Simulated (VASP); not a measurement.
A run of VASP 6.6.1 is set up as follows.

The input POSCAR:

```
Ca7Mg9O16
1.0
    8.9793350000      0.0000000000      0.0000000000
    0.0000000000      8.9793350000      0.0000000000
    0.0000000000      0.0000000000      8.9793350000
O Mg Ca
32 18 14
Direct
    0.2362860000      0.9886020000      0.0007050000
    0.2359530000      0.9970310000      0.4991880000
    0.2470840000      0.5128070000      0.0001000000
    0.2451490000      0.5027480000      0.4998210000
    0.7665980000      0.9992750000      0.0005280000
    0.7647610000      0.9987430000      0.4990980000
    0.7536410000      0.5023370000      0.9997250000
    0.7547160000      0.5019460000      0.4995750000
    0.0017140000      0.2629190000      0.0026970000
    0.0010050000      0.2563820000      0.4980190000
    0.0106200000      0.7475510000      0.0102970000
    0.0017280000      0.7480330000      0.4908820000
    0.4986270000      0.2653930000      0.0088770000
    0.4985990000      0.2641780000      0.4908790000
    0.4879490000      0.7383850000      0.9927110000
    0.4961530000      0.7371130000      0.5068070000
    0.0002690000      0.9906040000      0.2504180000
    0.0001770000      0.9979210000      0.7499120000
    0.9998140000      0.5118240000      0.2503730000
    0.9998040000      0.5027300000      0.7506330000
    0.5006600000      0.0079290000      0.2497480000
    0.5004070000      0.9903010000      0.7496380000
    0.4995270000      0.4923690000      0.2498570000
    0.4996270000      0.5098710000      0.7502960000
    0.2585330000      0.2337420000      0.2631640000
    0.2518840000      0.2324040000      0.7356120000
    0.2421290000      0.7642460000      0.2566550000
    0.2585170000      0.7644380000      0.7424570000
    0.7410650000      0.2345980000      0.2647280000
    0.7479410000      0.2333040000      0.7332580000
    0.7571580000      0.7645430000      0.2631150000
    0.7407340000      0.7645300000      0.7355890000
    0.0024820000      0.9879340000      0.0043470000
    0.0006110000      0.9941890000      0.4967620000
    0.0032400000      0.5063480000      0.0040610000
    0.0004790000      0.5036190000      0.4961830000
    0.4949340000      0.5033400000      0.9998710000
    0.4985070000      0.5009000000      0.4990830000
    0.2472070000      0.2460640000      0.4978820000
    0.2471270000      0.7523890000      0.0013480000
    0.2457540000      0.7529390000      0.4991260000
    0.7529820000      0.2466770000      0.4978280000
    0.7555260000      0.7528920000      0.4990060000
    0.2423180000      0.9967480000      0.2559650000
    0.2449360000      0.9955150000      0.7434450000
    0.7574490000      0.9988460000      0.2582110000
    0.7553690000      0.9976740000      0.7405400000
    0.0028050000      0.7535680000      0.2539700000
    0.4995960000      0.2492790000      0.2564420000
    0.4965590000      0.7512980000      0.7445420000
    0.4973550000      0.9975810000      0.9995140000
    0.4998670000      0.0000660000      0.4997000000
    0.2491510000      0.2466690000      0.0022480000
    0.7505460000      0.2481660000      0.0022590000
    0.7512880000      0.7520830000      0.9998210000
    0.2494070000      0.5019900000      0.2522600000
    0.2508840000      0.5052680000      0.7476840000
    0.7497590000      0.5000070000      0.2532570000
    0.7485660000      0.5028860000      0.7459750000
    0.9998930000      0.2462110000      0.2531430000
    0.9999850000      0.2473680000      0.7470250000
    0.0022160000      0.7525460000      0.7473320000
    0.4998730000      0.2503460000      0.7448220000
    0.4974650000      0.7507310000      0.2531840000
```

INCAR.step1

```
SYSTEM = Ca7Mg9O16
PREC = Accurate ; ENCUT = 520
EDIFF = 1E-5 ; ISMEAR = -1
SIGMA = 0.05 ; LREAL = Auto
LASPH = .True. ; NELM = 60
ALGO = Normal ; ISIF = 2
LWAVE = .True. ; LCHARG = .False.
GGA = PE ; NBANDS = 222
LUSENCCL = .False.
```

Contents of INCAR.step2:

```
SYSTEM = Ca7Mg9O16
PREC = Accurate ; ENCUT = 520
EDIFF = 1E-6 ; ISMEAR = -1
SIGMA = 0.05 ; LREAL = Auto
LASPH = .True. ; NELM = 60
ALGO = Normal ; ISIF = 2
LWAVE = .False. ; LCHARG = .False.
GGA = PE ; LHFCALC = .True.
HFSCREEN = 0.2079 ; PRECFOCK = Fast
ISTART = 1 ; NBANDS = 222
LUSENCCL = .False.
```

Contents of KPOINTS:

```
Automatic mesh
0
Gamma
  1 1 1
  0 0 0
```

Potentials or basis: VASP PAW PBE potentials, release 64 (O, Mg, Ca_sv).

Launch:

```console
$ cat potpaw_PBE.64/O/POTCAR potpaw_PBE.64/Mg/POTCAR potpaw_PBE.64/Ca_sv/POTCAR > POTCAR
$ cp INCAR.step1 INCAR
$ mpirun -np 1 vasp_gam > vasp.out
$ cp INCAR.step2 INCAR
$ mpirun -np 1 vasp_gam > vasp.out
```

(1) Predict the largest force.

(2) Estimate the pressure.

(3) Estimate the band gap on the k mesh.

## Answers

(1) 0.250 eV/Å.

(2) 1.3 GPa.

(3) 5.77 eV.

Caveat: the k points lie up to 0.70 Å⁻¹ apart; the PAW data sets were made with another functional, which shifts forces and pressure a little.
